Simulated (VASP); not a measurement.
# Fe (Im-3m) in VASP: notebook

Fe is run at these levels: PBE; tasks: single point.

Everything below comes from runs of VASP 6.6.1. Logs are shortened: lines on timing, memory, paths and dates and some standing lists are left out, and cuts for length are marked.

## Step 1: The cell of the first run

The structure is cubic, space group Im-3m (No. 229). The conventional cell has a = 2.917 Å, b = 2.917 Å, c = 2.917 Å, α = 90.00°, β = 90.00°, γ = 90.00°. Within 3.3 Å of Fe (site symmetry m-3m) lie 14 Fe at 2.53 to 2.92 Å.

## Step 2: Single point, PBE, collinear spin, ferromagnetic start (equal strain along all axes, cell held: +3.0 %)

Contents of INCAR:

```
SYSTEM = Fe
PREC     = Accurate       ! precision mode
ENCUT    = 520            ! plane-wave cutoff, eV
EDIFF    = 1E-6           ! SCF threshold, eV
ISMEAR   = 0              ! smearing method
SIGMA    = 0.1            ! smearing width, eV
LREAL    = .False.        ! projectors in reciprocal space
LASPH    = .True.         ! aspherical terms in the spheres
NELM     = 150            ! most SCF steps
ALGO     = Fast           ! electronic algorithm
ISIF     = 2              ! what is computed and relaxed
LWAVE    = .False.        ! write WAVECAR
LCHARG   = .True.         ! write CHGCAR
ISPIN    = 2              ! spin polarisation
MAGMOM   = 2.44 2.44      ! initial moments
LORBIT   = 11             ! projections on sites
LMAXMIX  = 4              ! l up to which the mixer works
GGA      = PE             ! functional
LELF     = .True.         ! ELF
LVHAR    = .True.       
NBANDS   = 19             ! bands
```

Contents of KPOINTS:

```
Automatic mesh
0
Gamma
  14 14 14
  0 0 0
```

Contents of POSCAR:

```
Fe
1.0
    2.9166369088      0.0000000000      0.0000000000
    0.0000000000      2.9166369088      0.0000000000
    0.0000000000      0.0000000000      2.9166369088
Fe
2
Direct
    0.0000000000      0.0000000000      0.0000000000
    0.5000000000      0.5000000000      0.5000000000
```

Potentials or basis: VASP PAW PBE potentials, release 64 (Fe).

The run is started by

```
$ cat potpaw_PBE.64/Fe/POTCAR > POTCAR
$ mpirun -np 1 vasp_std > vasp.out
```

OUTCAR:

```text
SYSTEM = Fe
   PREC = Accurate
   ENCUT = 520
   EDIFF = 1E-6
   ISMEAR = 0
   LREAL = .False.
   LASPH = .True.
   NELM = 150
   ISIF = 2
   ISPIN = 2
   LORBIT = 11
   GGA = PE

 ion  position               nearest neighbor table
   1  0.000  0.000  0.000-   2 2.53   2 2.53   2 2.53   2 2.53   2 2.53   2 2.53   2 2.53   2 2.53

   2  0.500  0.500  0.500-   1 2.53   1 2.53   1 2.53   1 2.53   1 2.53   1 2.53   1 2.53   1 2.53

  LATTYP: Found a simple cubic cell.
 ALAT       =     2.9166369088

  Lattice vectors:

 A1 = (   2.9166369088,   0.0000000000,   0.0000000000)
 A2 = (   0.0000000000,   2.9166369088,   0.0000000000)
 A3 = (   0.0000000000,   0.0000000000,   2.9166369088)

Analysis of symmetry for initial positions (statically):
=====================================================================
 Subroutine PRICEL returns following result:

  LATTYP: Found a body centered cubic cell.
 ALAT       =     2.9166369088
[... 12 lines left out ...]
 Subroutine GETGRP returns: Found 48 space group operations
 (whereof 48 operations were pure point group operations)
 out of a pool of 48 trial point group operations.

The static configuration has the point symmetry O_h .

Analysis of symmetry for dynamics (positions and initial velocities):
=====================================================================
 Subroutine PRICEL returns following result:

  LATTYP: Found a body centered cubic cell.
 ALAT       =     2.9166369088
[... 12 lines left out ...]
 Subroutine GETGRP returns: Found 48 space group operations
 (whereof 48 operations were pure point group operations)
 out of a pool of 48 trial point group operations.

The dynamic configuration has the point symmetry O_h .

Analysis of structural, dynamic, and magnetic symmetry:
=====================================================================
 Subroutine PRICEL returns following result:

  LATTYP: Found a body centered cubic cell.
 ALAT       =     2.9166369088
[... 12 lines left out ...]
 Subroutine GETGRP returns: Found 48 space group operations
 (whereof 48 operations were pure point group operations)
 out of a pool of 48 trial point group operations.

The overall configuration has the point symmetry O_h .

 Subroutine INISYM returns: Found 48 space group operations
 (whereof 48 operations are pure point group operations),
 and found     2 'primitive' translations

----------------------------------------------------------------------------------------

                                     Primitive cell
[... 105 lines left out ...]
   EFERMI_NEDOS =   21; number of points for ismear=-14 and -15
   IALGO  =     68    algorithm
   IMIX   =      4    mixing-type and parameters
     AMIX     =   0.40;   BMIX     =  1.00
     AMIX_MAG =   1.60;   BMIX_MAG =  1.00
  volume/ion in A,a.u.               =      12.41        83.72
  Fermi-wavevector in a.u.,A,eV,Ry     =   1.414379  2.672789 27.218018  2.000468
  Thomas-Fermi vector in A             =   2.535927
   LORBIT       =     11    0 simple, 1 ext, 2 COOP (PROOUT), +10 PAW based schemes
   GGA     = PE    functional components
   LHFCALC =     F    Hartree Fock is set to
   AEXX    =    0.0000 exact exchange contribution
   IVDW    =     0    specifies the selected vdW correction
   LEPSILON=     F    determine dielectric tensor
   LRPA    =     F    only Hartree local field effects (RPA)
 spin polarized calculation
 RMM-DIIS sequential band-by-band and
 Gauss-broadening in eV      SIGMA  =   0.10
  energy-cutoff  :      520.00
  volume of cell :       24.81
 maximum number of plane-waves:       691
 NGX is ok and might be reduce to    24
   NGX = 11   NGY = 11   NGZ = 11

 number of electron      15.9999989 magnetization       4.7275789

 Free energy of the ion-electron system (eV)
  ---------------------------------------------------
  ext. energy  EPLUGINS =         0.00000000
  ---------------------------------------------------
  free energy    TOTEN  =       -16.39531695 eV

  energy without entropy =      -16.38390380  energy(sigma->0) =      -16.38961038

 E-fermi :   4.9195     XC(G=0): -12.6212

 val. band max:        4.9175224514   @ k =   0.3571   0.2857   0.0714
 cond. band min:       4.9209681364   @ k =   0.2143   0.1429   0.0000
 fundamental gap:      0.0034456850
 Fermi energy:         4.9194860119

 spin component 1

 k-point     1 :       0.0000    0.0000    0.0000
  band No.  band energies     occupation
      1      -2.9612      1.00000
      2       0.5938      1.00000
      3       0.5938      1.00000
      4       2.7827      1.00000
      5       2.7827      1.00000
      6       2.7827      1.00000
[... 517 lines left out ...]
     18      24.8246      0.00000
     19      27.3485      0.00000

 [... further k-points ...]

 spin component 2

 k-point     1 :       0.0000    0.0000    0.0000
  band No.  band energies     occupation
      1      -2.8128      1.00000
      2       2.5161      1.00000
      3       2.5163      1.00000
      4       4.8944      0.63848
      5       4.8945      0.63787
      6       4.8945      0.63783
[... 517 lines left out ...]
     18      25.4419      0.00000
     19      27.7058      0.00000

 [... further k-points ...]
[... 5 lines left out ...]
  --------------------------------------------------------------------------------------
  -------------------------------------------------------------------------------------
  Total       -1.9901028     -1.9901028     -1.9901028     -0.0000000     -0.0000000      0.0000000
  in kB     -128.5106147   -128.5106147   -128.5106147     -0.0000000     -0.0000000      0.0000000
  external PRESSURE =    -128.5106147 kB  Pullay stress =       0.0000000 kB

 VOLUME and BASIS-vectors are now :
 -----------------------------------------------------------------------------
  energy-cutoff  :      520.00
  volume of cell :       24.81
      direct lattice vectors                 reciprocal lattice vectors
     2.916636909  0.000000000  0.000000000     0.342860641  0.000000000  0.000000000
     0.000000000  2.916636909  0.000000000     0.000000000  0.342860641  0.000000000
     0.000000000  0.000000000  2.916636909     0.000000000  0.000000000  0.342860641

 POSITION                                       TOTAL-FORCE (eV/Angst)
 -----------------------------------------------------------------------------------
      0.00000      0.00000      0.00000         0.000000     -0.000000      0.000000
      1.45832      1.45832      1.45832        -0.000000      0.000000     -0.000000
 -----------------------------------------------------------------------------------
    total drift:                                0.000000      0.000000     -0.000000

  FREE ENERGIE OF THE ION-ELECTRON SYSTEM (eV)
  ---------------------------------------------------
  free  energy   TOTEN  =       -16.3953169537 eV

  energy  without entropy=      -16.3839038014  energy(sigma->0) =      -16.38961038

 total charge

# of ion       s       p       d       tot
------------------------------------------
    1        0.451   0.465   6.185   7.101
    2        0.451   0.465   6.185   7.101
--------------------------------------------------
tot          0.902   0.930  12.370  14.202

 magnetization (x)

# of ion       s       p       d       tot
------------------------------------------
    1       -0.015  -0.055   2.448   2.378
    2       -0.015  -0.055   2.448   2.378
--------------------------------------------------
tot         -0.030  -0.110   4.897   4.757
```

OSZICAR:

```text
N       E                     dE             d eps       ncg     rms          rms(c)
DAV:   1     0.738089075412E+02    0.73809E+02   -0.72451E+03  9888   0.105E+03
DAV:   2    -0.152455299401E+02   -0.89054E+02   -0.78537E+02  9162   0.196E+02
DAV:   3    -0.184214094254E+02   -0.31759E+01   -0.30443E+01 10013   0.480E+01
DAV:   4    -0.184477071153E+02   -0.26298E-01   -0.26285E-01 10249   0.404E+00
DAV:   5    -0.184480165926E+02   -0.30948E-03   -0.30947E-03 10149   0.411E-01    0.148E+01
RMM:   6    -0.166176342858E+02    0.18304E+01   -0.83742E+00 10398   0.325E+01    0.105E+01
RMM:   7    -0.164133915986E+02    0.20424E+00   -0.71438E-01 10336   0.106E+01    0.550E+00
RMM:   8    -0.164057652189E+02    0.76264E-02   -0.48113E-02 10279   0.142E+00    0.192E+00
RMM:   9    -0.163958683748E+02    0.98968E-02   -0.66863E-03 10260   0.593E-01    0.595E-01
RMM:  10    -0.163951179041E+02    0.75047E-03   -0.12164E-03 10257   0.387E-01    0.169E-01
RMM:  11    -0.163952988388E+02   -0.18093E-03   -0.22637E-04 10526   0.157E-01    0.143E-01
RMM:  12    -0.163953132626E+02   -0.14424E-04   -0.74962E-05 10402   0.865E-02    0.315E-02
RMM:  13    -0.163953158699E+02   -0.26073E-05   -0.10815E-05 10608   0.273E-02    0.193E-02
RMM:  14    -0.163953174599E+02   -0.15901E-05   -0.23000E-06  8779   0.108E-02    0.129E-02
RMM:  15    -0.163953169537E+02    0.50625E-06   -0.67202E-07  6166   0.730E-03
   1 F= -.16395317E+02 E0= -.16389610E+02  d E =-.114132E-01  mag=     4.7274
```

stdout:

```text
POSCAR found type information on POSCAR Fe
 POSCAR found :  1 types and       2 ions
 scaLAPACK will be used
 LDA part: xc-table for (Slater+PW92), standard interpolation
 POSCAR, INCAR and KPOINTS ok, starting setup
 FFT: planning ... GRIDC
 FFT: planning ... GRID_SOFT
 FFT: planning ... GRID
 WAVECAR not read
 entering main loop
WARNING in EDDRMM: call to ZHEGV failed, returncode =   8  4     18
WARNING in EDDRMM: call to ZHEGV failed, returncode =   8  4     19
```

It took 57 s on 1 thread of Intel Xeon Platinum 8488C (Sapphire Rapids), shared host; peak memory 0.2 GiB.

What came out:

```yaml
Free_energy: -16.3953 eV
Pressure: -12.9 GPa
Net_moment: 4.73 μB per cell
Site_moments: Fe +2.38 μB
Valence_electrons_inside_the_program's_atomic_spheres: Fe 7.10
```

Levels at points of the mesh, in eV from the Fermi level:
Spin up:
```tsv
k point	band 8	band 9	band 10	band 11	band 12	band 13
(0.00, 0.00, 0.00)	-1.06	-0.02	-0.02	-0.02	9.37	9.37
(0.50, 0.00, 0.00)	-1.74	-1.10	-1.10	0.09	0.09	16.02
(0.50, 0.50, 0.00)	-0.91	0.21	0.21	0.60	0.60	6.62
(0.50, 0.50, 0.50)	-0.88	-0.88	-0.88	8.08	8.08	8.08
```
Spin down:
| k point | band 2 | band 3 | band 4 | band 5 | band 6 | band 7 | band 8 | band 9 | band 10 | band 11 |
| --- | --- | --- | --- | --- | --- | --- | --- | --- | --- | --- |
| (0.00, 0.00, 0.00) | -2.40 | -2.40 | -0.03 | -0.02 | -0.02 | 1.80 | 1.80 | 2.38 | 2.38 | 2.38 |
| (0.50, 0.00, 0.00) | -3.70 | -0.36 | -0.36 | 0.31 | 0.31 | 0.31 | 0.31 | 1.15 | 1.15 | 2.57 |
| (0.50, 0.50, 0.00) | -3.07 | -1.18 | -1.18 | 0.67 | 0.67 | 1.67 | 1.67 | 2.03 | 2.03 | 2.65 |
| (0.50, 0.50, 0.50) | -1.40 | -1.40 | -1.40 | -1.40 | -1.40 | 2.07 | 2.07 | 2.07 | 2.07 | 9.00 |

Caveat: the cell differs from its parent crystal (equal strain along all axes, cell held: +3.0 %).

## Step 3: Single point, PBE, collinear spin, ferromagnetic start (equal strain along all axes, cell held: +4.5 %)

Contents of INCAR:

```
SYSTEM = Fe
PREC = Accurate
ENCUT = 520
EDIFF = 1E-6
ISMEAR = 0
SIGMA = 0.1
LREAL = .False.
LASPH = .True.
NELM = 150
ALGO = Normal
ISIF = 2
LWAVE = .False.
LCHARG = .False.
ISPIN = 2
MAGMOM = 2.44 2.44
LORBIT = 11
LMAXMIX = 4
GGA = PE
NBANDS = 19
```

Contents of KPOINTS:

```
regular mesh
0
Gamma
  14 14 14
  0 0 0
```

Contents of POSCAR:

```
Fe
1.0
    2.9591122036      0.0000000000      0.0000000000
    0.0000000000      2.9591122036      0.0000000000
    0.0000000000      0.0000000000      2.9591122036
Fe
2
Direct
    0.0000000000      0.0000000000      0.0000000000
    0.5000000000      0.5000000000      0.5000000000
```

Potentials or basis: VASP PAW PBE potentials, release 64 (Fe).

The run is started by

```
$ cat potpaw_PBE.64/Fe/POTCAR > POTCAR
$ mpirun -np 1 vasp_std > vasp.out
```

Wall time 47 s (1 thread of Intel Xeon Platinum 8488C (Sapphire Rapids), shared host); peak memory 0.21 GiB.

Results (log left out):

```
Free energy                                           : -16.3011 eV
Pressure                                              : -14.9 GPa
Net moment                                            : 5.10 μB per cell
Site moments                                          : Fe +2.57 μB
Valence electrons inside the program's atomic spheres : Fe 7.03
```

Levels at points of the mesh, in eV from the Fermi level:
Spin up:
```csv
k point,band 9,band 10,band 11,band 12,band 13,band 14
"(0.00, 0.00, 0.00)",-0.23,-0.23,-0.23,9.01,9.01,9.01
"(0.50, 0.00, 0.00)",-1.23,-1.23,-0.07,-0.07,15.41,15.41
"(0.50, 0.50, 0.00)",-0.01,-0.01,0.55,0.55,6.17,6.17
"(0.50, 0.50, 0.50)",-0.99,-0.99,7.72,7.72,7.72,7.72
```
Spin down:
```csv
k point,band 2,band 3,band 4,band 5,band 6,band 7,band 8,band 9,band 10,band 11
"(0.00, 0.00, 0.00)",-2.19,-2.19,0.13,0.13,0.13,1.82,1.82,2.42,2.42,2.42
"(0.50, 0.00, 0.00)",-3.62,-0.24,-0.24,0.44,0.44,0.44,0.44,1.25,1.25,2.52
"(0.50, 0.50, 0.00)",-2.87,-0.97,-0.97,0.60,0.60,1.70,1.70,2.03,2.03,2.67
"(0.50, 0.50, 0.50)",-1.23,-1.23,-1.23,-1.23,-1.23,2.07,2.07,2.07,2.07,8.70
```

Caveat: the cell differs from its parent crystal (equal strain along all axes, cell held: +4.5 %).
